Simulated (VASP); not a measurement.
# Zn (Fm-3m) in VASP: further runs, part 2 of 2

VASP 6.6.1. The steps go on from the part before.

## (4) Single point, PBE

The input, INCAR:

```
PREC = Accurate
ENCUT = 520
EDIFF = 1E-6
ISMEAR = 0
SIGMA = 0.020999999999999998
LREAL = F
LASPH = T
NELM = 60
ALGO = Fast
ISIF = 2
LWAVE = F
LCHARG = T
GGA = PE
LELF = T
LVHAR = T
NBANDS = 12
```

The input, KPOINTS:

```
regular mesh
0
Gamma
  12 12 12
```

The input, POSCAR:

```
Zn
1.0
    0.0000000000      1.9647760000      1.9647760000
    1.9647760000      0.0000000000      1.9647760000
    1.9647760000      1.9647760000      0.0000000000
Zn
1
Direct
    0.0000000000      0.0000000000      0.0000000000
```

Potentials or basis: VASP PAW PBE potentials, release 64 (Zn).

The run is started by

```console
$ cat potpaw_PBE.64/Zn/POTCAR > POTCAR
$ mpirun -np 1 vasp_std > vasp.out
```

OUTCAR:

```text
PREC = Accurate
   ENCUT = 520
   EDIFF = 1E-6
   ISMEAR = 0
   LREAL = F
   LASPH = T
   NELM = 60
   ISIF = 2
   GGA = PE

 ion  position               nearest neighbor table
   1  0.000  0.000  0.000-

  LATTYP: Found a face centered cubic cell.
 ALAT       =     3.9295520000

  Lattice vectors:

 A1 = (   0.0000000000,   1.9647760000,   1.9647760000)
 A2 = (   1.9647760000,   0.0000000000,   1.9647760000)
 A3 = (   1.9647760000,   1.9647760000,   0.0000000000)

Analysis of symmetry for initial positions (statically):
=====================================================================
 Subroutine PRICEL returns:
 Original cell was already a primitive cell.

 Routine SETGRP: Setting up the symmetry group for a
 face centered cubic supercell.

 Subroutine GETGRP returns: Found 48 space group operations
 (whereof 48 operations were pure point group operations)
 out of a pool of 48 trial point group operations.

The static configuration has the point symmetry O_h .

Analysis of symmetry for dynamics (positions and initial velocities):
=====================================================================
 Subroutine PRICEL returns:
 Original cell was already a primitive cell.

 Routine SETGRP: Setting up the symmetry group for a
 face centered cubic supercell.

 Subroutine GETGRP returns: Found 48 space group operations
 (whereof 48 operations were pure point group operations)
 out of a pool of 48 trial point group operations.

The dynamic configuration has the point symmetry O_h .

 Subroutine INISYM returns: Found 48 space group operations
 (whereof 48 operations are pure point group operations),
 and found     1 'primitive' translations

----------------------------------------------------------------------------------------

                                     Primitive cell

  volume of cell :      15.1694

  direct lattice vectors                    reciprocal lattice vectors
     0.000000000  1.964776000  1.964776000    -0.254481936  0.254481936  0.254481936
     1.964776000  0.000000000  1.964776000     0.254481936 -0.254481936  0.254481936
     1.964776000  1.964776000  0.000000000     0.254481936  0.254481936 -0.254481936

  length of vectors
     2.778612866  2.778612866  2.778612866     0.440775643  0.440775643  0.440775643

  position of ions in fractional coordinates (direct lattice)
     0.000000000  0.000000000  0.000000000

  ion indices of the primitive-cell ions
   primitive index   ion index
                 1           1

----------------------------------------------------------------------------------------

 KPOINTS: regular mesh

Automatic generation of k-mesh.
 Grid dimensions read from file:
 generate k-points for:   12   12   12

 Generating k-lattice:

  Cartesian coordinates                     Fractional coordinates (reciprocal lattice)
    -0.021206828  0.021206828  0.021206828     0.083333333  0.000000000  0.000000000
     0.021206828 -0.021206828  0.021206828     0.000000000  0.083333333  0.000000000
     0.021206828  0.021206828 -0.021206828     0.000000000  0.000000000  0.083333333

  Length of vectors
     0.036731304  0.036731304  0.036731304

  Shift w.r.t. Gamma in fractional coordinates (k-lattice)
     0.000000000  0.000000000  0.000000000

 Subroutine IBZKPT returns following result:
 ===========================================

 Found     72 irreducible k-points:

 Following reciprocal coordinates:
            Coordinates               Weight
  0.000000  0.000000  0.000000      1.000000
  0.083333  0.000000  0.000000      8.000000
  0.166667  0.000000  0.000000      8.000000
  0.250000  0.000000  0.000000      8.000000
  0.333333  0.000000  0.000000      8.000000
  0.416667  0.000000  0.000000      8.000000
[... 16 lines left out ...]
  0.500000  0.166667  0.000000     24.000000
 -0.416667  0.166667  0.000000     24.000000
 [... further k-points ...]
   k-points           NKPTS =     72   k-points in BZ     NKDIM =     72   number of bands    NBANDS=     12
   number of dos      NEDOS =    301   number of ions     NIONS =      1
   total plane-waves  NPLWV =  13824
   dimension x,y,z NGX =    24 NGY =   24 NGZ =   24
   dimension x,y,z NGXF=    48 NGYF=   48 NGZF=   48
   ions per type =               1
   NGX,Y,Z   is equivalent  to a cutoff of  14.36, 14.36, 14.36 a.u.
   NGXF,Y,Z  is equivalent  to a cutoff of  28.72, 28.72, 28.72 a.u.
 SYSTEM =  unknown system
   PREC   = accura    normal or accurate (medium, high low for compatibility)
   ISTART =      0    job   : 0-new  1-cont  2-samecut
   ICHARG =      2    charge: 1-file 2-atom 10-const
   ISPIN  =      1    spin polarized calculation?
   LNONCOLLINEAR =      F non collinear calculations
   LSORBIT =      F    spin-orbit coupling
   LASPH  =      T    aspherical Exc in radial PAW
   ENCUT  =  520.0 eV  38.22 Ry    6.18 a.u.   5.17  5.17  5.17*2*pi/ulx,y,z
   NELM   =     60;   NELMIN=  2; NELMDL= -5     # of ELM steps
   EDIFF  = 0.1E-05   stopping-criterion for ELM
   LREAL  =      F    real-space projection
   EDIFFG = 0.1E-04   stopping-criterion for IOM
   NSW    =      0    number of steps for IOM
   IBRION =     -1    ionic relax: 0-MD 1-quasi-New 2-CG
   NFREE  =      0    steps in history (QN), initial steepest desc. (CG)
   ISIF   =      2    stress and relaxation
   ISYM   =      2    0-nonsym 1-usesym 2-fastsym
   POTIM  = 0.5000    time-step for ionic-motion
   TEBEG  =    0.0;   TEEND  =   0.0 temperature during run
   PSTRESS=    0.0 pullay stress
   NELECT =      12.0000    total number of electrons
   NUPDOWN=      -1.0000    fix difference up-down
   EMIN   =  10.00;   EMAX   =-10.00  energy-range for DOS
   EFERMI =   0.00;   METHOD = LEGACY
   ISMEAR =     0;   SIGMA  =   0.02  broadening in eV -4-tet -1-fermi 0-gaus
   EFERMI_NEDOS =   21; number of points for ismear=-14 and -15
   IALGO  =     68    algorithm
   IMIX   =      4    mixing-type and parameters
     AMIX     =   0.40;   BMIX     =  1.00
     AMIX_MAG =   1.60;   BMIX_MAG =  1.00
  volume/ion in A,a.u.               =      15.17       102.37
  Fermi-wavevector in a.u.,A,eV,Ry     =   1.514069  2.861175 31.190044  2.292404
  Thomas-Fermi vector in A             =   2.623775
   LORBIT       =      0    0 simple, 1 ext, 2 COOP (PROOUT), +10 PAW based schemes
   GGA     = PE    functional components
   LHFCALC =     F    Hartree Fock is set to
   AEXX    =    0.0000 exact exchange contribution
   IVDW    =     0    specifies the selected vdW correction
   LEPSILON=     F    determine dielectric tensor
   LRPA    =     F    only Hartree local field effects (RPA)
 non-spin polarized calculation
 RMM-DIIS sequential band-by-band and
 Gauss-broadening in eV      SIGMA  =   0.02
  energy-cutoff  :      520.00
  volume of cell :       15.17
 maximum number of plane-waves:       424
 NGX is ok and might be reduce to    24
   NGX = 11   NGY = 11   NGZ = 11

 number of electron      12.0000008 magnetization

 Free energy of the ion-electron system (eV)
  ---------------------------------------------------
  ext. energy  EPLUGINS =         0.00000000
  ---------------------------------------------------
  free energy    TOTEN  =        -1.07547928 eV

  energy without entropy =       -1.07523917  energy(sigma->0) =       -1.07535922

 E-fermi :   3.0630     XC(G=0): -11.5773

 val. band max:        2.9267389306   @ k =  -0.4167   0.3333   0.0000
 cond. band min:       3.0638588207   @ k =  -0.4167   0.0833   0.0000
 fundamental gap:      0.1371198901
 Fermi energy:         3.0629917678

 k-point     1 :       0.0000    0.0000    0.0000
  band No.  band energies     occupation
      1      -7.2709      2.00000
      2      -4.5403      2.00000
      3      -4.5403      2.00000
      4      -4.5403      2.00000
      5      -4.1609      2.00000
      6      -4.1609      2.00000
      7      21.3535      0.00000
      8      21.3535      0.00000
      9      21.3535      0.00000
     10      21.9757      0.00000
     11      24.1300      0.00000
     12      24.1300      0.00000
[... 331 lines left out ...]
 k-point    24 :      -0.4167    0.1667    0.0000
  band No.  band energies     occupation
      1      -5.0462      2.00000
      2      -4.6287      2.00000
      3      -4.4022      2.00000
      4      -4.1935      2.00000
      5      -3.9214      2.00000
      6       0.7915      2.00000
      7       2.7010      2.00000
      8      12.4711      0.00000
      9      16.1658      0.00000
     10      18.4926      0.00000
     11      25.5038      0.00000
     12      26.5933      0.00000

 [... further k-points ...]
[... 5 lines left out ...]
  --------------------------------------------------------------------------------------
  -------------------------------------------------------------------------------------
  Total        0.0149086      0.0149086      0.0149086      0.0000000     -0.0000000      0.0000000
  in kB        1.5746320      1.5746320      1.5746320      0.0000000     -0.0000000      0.0000000
  external PRESSURE =       1.5746320 kB  Pullay stress =       0.0000000 kB

 VOLUME and BASIS-vectors are now :
 -----------------------------------------------------------------------------
  energy-cutoff  :      520.00
  volume of cell :       15.17
      direct lattice vectors                 reciprocal lattice vectors
     0.000000000  1.964776000  1.964776000    -0.254481936  0.254481936  0.254481936
     1.964776000  0.000000000  1.964776000     0.254481936 -0.254481936  0.254481936
     1.964776000  1.964776000  0.000000000     0.254481936  0.254481936 -0.254481936

 POSITION                                       TOTAL-FORCE (eV/Angst)
 -----------------------------------------------------------------------------------
      0.00000      0.00000      0.00000        -0.000000      0.000000     -0.000000
 -----------------------------------------------------------------------------------
    total drift:                                0.000000      0.000000     -0.000000

  FREE ENERGIE OF THE ION-ELECTRON SYSTEM (eV)
  ---------------------------------------------------
  free  energy   TOTEN  =        -1.0754792785 eV

  energy  without entropy=       -1.0752391682  energy(sigma->0) =       -1.07535922
```

stdout:

```text
POSCAR found type information on POSCAR Zn
 POSCAR found :  1 types and       1 ions
 scaLAPACK will be used
 LDA part: xc-table for (Slater+PW92), standard interpolation
 POSCAR, INCAR and KPOINTS ok, starting setup
 FFT: planning ... GRIDC
 FFT: planning ... GRID_SOFT
 FFT: planning ... GRID
 WAVECAR not read
 entering main loop
```

Run time: 17 s. Hardware: 1 thread of Intel Xeon 8259CL, shared host; peak memory 0.14 GiB.

Results:

| Property | Result |
| --- | --- |
| Free energy | -1.0755 eV |
| Pressure | 0.2 GPa |
| Band gap on the k mesh | zero (band 6 reaches 5.33 eV, above the bottom of band 7 at 1.70 eV) |

Levels at points of the mesh, in eV from the Fermi level:
```csv
k point,band 2,band 3,band 4,band 5,band 6,band 7,band 8,band 9,band 10,band 11
"(0.00, 0.00, 0.00)",-7.60,-7.60,-7.60,-7.22,-7.22,18.29,18.29,18.29,18.91,21.07
"(0.50, 0.00, 0.00)",-7.61,-7.61,-6.94,-6.94,-2.88,-1.36,15.27,15.27,17.46,18.97
"(0.50, 0.50, 0.00)",-8.21,-6.95,-6.87,-6.87,-0.97,1.75,8.45,8.45,12.10,13.26
```

## (5) Single point, PBE

The input, INCAR:

```
  ALGO = Normal
  EDIFF = 1E-7
  ENCUT = 520
  GGA = PE
  ISIF = 2
  ISMEAR = 0
  LASPH = True
  LCHARG = False
  LREAL = False
  LWAVE = False
  NBANDS = 12
  NELM = 60
  PREC = Accurate
  SIGMA = 0.022
```

The input, KPOINTS:

```
k-points
0
Gamma
  12 12 12
```

POSCAR is that of step 4.

The run is started by

```console
$ cat potpaw_PBE.64/Zn/POTCAR > POTCAR
$ mpirun -np 1 vasp_std > vasp.out
```

Wall time 16 s (1 thread of Intel Xeon 8259CL, shared host); peak memory 0.14 GiB.

Results (log left out):

```yaml
Free_energy: -1.0755 eV
Pressure: 0.2 GPa
Band_gap_on_the_k_mesh: zero (band 6 reaches 5.33 eV, above the bottom of band 7 at 1.70 eV)
```

Levels at points of the mesh, in eV from the Fermi level:
```tsv
k point	band 2	band 3	band 4	band 5	band 6	band 7	band 8	band 9	band 10	band 11
(0.00, 0.00, 0.00)	-7.60	-7.60	-7.60	-7.22	-7.22	18.29	18.29	18.29	18.91	21.07
(0.50, 0.00, 0.00)	-7.61	-7.61	-6.94	-6.94	-2.88	-1.36	15.27	15.27	17.46	18.97
(0.50, 0.50, 0.00)	-8.21	-6.95	-6.87	-6.87	-0.97	1.75	8.45	8.45	12.10	13.26
```

## (6) Single point, PBE

The input, INCAR:

```
ALGO = Normal
EDIFF = 1E-7
ENCUT = 520
GGA = PE
ISIF = 2
ISMEAR = 0
LASPH = T
LCHARG = F
LREAL = F
LWAVE = F
NBANDS = 12
NELM = 60
PREC = Accurate
SIGMA = 0.026000000000000002
```

KPOINTS is that of step 5.

POSCAR is that of step 5.

Potentials or basis: VASP PAW PBE potentials, release 64 (Zn).

The run is started by

```console
$ cat potpaw_PBE.64/Zn/POTCAR > POTCAR
$ mpirun -np 1 vasp_std > vasp.out
```

OUTCAR:

```text
EDIFF = 1E-7
   ENCUT = 520
   GGA = PE
   ISIF = 2
   ISMEAR = 0
   LASPH = T
   LREAL = F
   NELM = 60
   PREC = Accurate

 ion  position               nearest neighbor table
   1  0.000  0.000  0.000-

  LATTYP: Found a face centered cubic cell.
 ALAT       =     3.9295520000

  Lattice vectors:

 A1 = (   0.0000000000,   1.9647760000,   1.9647760000)
 A2 = (   1.9647760000,   0.0000000000,   1.9647760000)
 A3 = (   1.9647760000,   1.9647760000,   0.0000000000)

Analysis of symmetry for initial positions (statically):
=====================================================================
 Subroutine PRICEL returns:
 Original cell was already a primitive cell.

 Routine SETGRP: Setting up the symmetry group for a
 face centered cubic supercell.

 Subroutine GETGRP returns: Found 48 space group operations
 (whereof 48 operations were pure point group operations)
 out of a pool of 48 trial point group operations.

The static configuration has the point symmetry O_h .

Analysis of symmetry for dynamics (positions and initial velocities):
=====================================================================
 Subroutine PRICEL returns:
[... 160 lines left out ...]
 fundamental gap:      0.1371164920
 Fermi energy:         3.0612855296

 k-point     1 :       0.0000    0.0000    0.0000
  band No.  band energies     occupation
      1      -7.2709      2.00000
      2      -4.5405      2.00000
      3      -4.5405      2.00000
      4      -4.5405      2.00000
      5      -4.1611      2.00000
      6      -4.1611      2.00000
      7      21.3535      0.00000
      8      21.3535      0.00000
      9      21.3535      0.00000
     10      21.9756      0.00000
     11      24.1300      0.00000
     12      24.1300      0.00000
[... 331 lines left out ...]
 k-point    24 :      -0.4167    0.1667    0.0000
  band No.  band energies     occupation
      1      -5.0463      2.00000
      2      -4.6289      2.00000
      3      -4.4024      2.00000
      4      -4.1937      2.00000
      5      -3.9216      2.00000
      6       0.7914      2.00000
      7       2.7010      2.00000
      8      12.4710      0.00000
      9      16.1658      0.00000
     10      18.4925      0.00000
     11      25.5037      0.00000
     12      26.5932      0.00000

 [... further k-points ...]
[... 5 lines left out ...]
  --------------------------------------------------------------------------------------
  -------------------------------------------------------------------------------------
  Total        0.0163644      0.0163644      0.0163644     -0.0000000     -0.0000000     -0.0000000
  in kB        1.7283919      1.7283919      1.7283919     -0.0000000     -0.0000000     -0.0000000
  external PRESSURE =       1.7283919 kB  Pullay stress =       0.0000000 kB

 VOLUME and BASIS-vectors are now :
 -----------------------------------------------------------------------------
  energy-cutoff  :      520.00
  volume of cell :       15.17
      direct lattice vectors                 reciprocal lattice vectors
     0.000000000  1.964776000  1.964776000    -0.254481936  0.254481936  0.254481936
     1.964776000  0.000000000  1.964776000     0.254481936 -0.254481936  0.254481936
     1.964776000  1.964776000  0.000000000     0.254481936  0.254481936 -0.254481936

 POSITION                                       TOTAL-FORCE (eV/Angst)
 -----------------------------------------------------------------------------------
      0.00000      0.00000      0.00000        -0.000000     -0.000000     -0.000000
 -----------------------------------------------------------------------------------
    total drift:                               -0.000000      0.000000      0.000000

  FREE ENERGIE OF THE ION-ELECTRON SYSTEM (eV)
  ---------------------------------------------------
  free  energy   TOTEN  =        -1.0755380700 eV

  energy  without entropy=       -1.0752241079  energy(sigma->0) =       -1.07538109
```

OSZICAR:

```text
N       E                     dE             d eps       ncg     rms          rms(c)
DAV:   1     0.426488449619E+02    0.42649E+02   -0.66733E+03  1772   0.161E+03
DAV:   2     0.699985474459E-01   -0.42579E+02   -0.40694E+02  1788   0.217E+02
DAV:   3    -0.117286753507E+01   -0.12429E+01   -0.12408E+01  2024   0.368E+01
DAV:   4    -0.117571860466E+01   -0.28511E-02   -0.28510E-02  1924   0.168E+00
DAV:   5    -0.117572068400E+01   -0.20793E-05   -0.20795E-05  2048   0.453E-02    0.279E+00
DAV:   6    -0.108238442952E+01    0.93336E-01   -0.50518E-01  2072   0.143E+01    0.213E+00
DAV:   7    -0.107762801840E+01    0.47564E-02   -0.98113E-03  1912   0.193E+00    0.108E+00
DAV:   8    -0.107553020548E+01    0.20978E-02   -0.11244E-03  2060   0.480E-01    0.361E-02
DAV:   9    -0.107553809102E+01   -0.78855E-05   -0.91193E-05  2328   0.127E-01    0.221E-02
DAV:  10    -0.107553831405E+01   -0.22302E-06   -0.52898E-06  1932   0.352E-02    0.160E-03
DAV:  11    -0.107553816657E+01    0.14747E-06   -0.11489E-07  1432   0.638E-03    0.603E-04
DAV:  12    -0.107553807002E+01    0.96551E-07   -0.15674E-08  1072   0.145E-03
   1 F= -.10755381E+01 E0= -.10753811E+01  d E =-.313962E-03
```

Wall time 18 s (1 thread of Intel Xeon 8259CL, shared host); peak memory 0.14 GiB.

Results:

| Quantity | Value |
| --- | --- |
| Free energy | -1.0755 eV |
| Pressure | 0.2 GPa |
| Band gap on the k mesh | zero (band 6 reaches 5.33 eV, above the bottom of band 7 at 1.70 eV) |

## (7) Overview

| smearing | gap on the mesh (eV) | pressure (GPa) |
| --- | --- | --- |
| gaussian 0.019 eV | none | 0.3 |
| gaussian 0.02 eV | none | 0.2 |
| gaussian 0.021 eV | none | 0.2 |
| gaussian 0.022 eV | none | 0.2 |
| gaussian 0.026 eV | none | 0.2 |

Alike in all rows: task single point; level PBE; potentials or basis VASP PAW PBE potentials, release 64 (Zn); no spin polarisation; cell as given; k mesh 12 × 12 × 12; cutoff (eV) 520.

Every run on the cell as given and a fine mesh finds a metal.

Absolute energies hang on the potentials; compare differences alone.
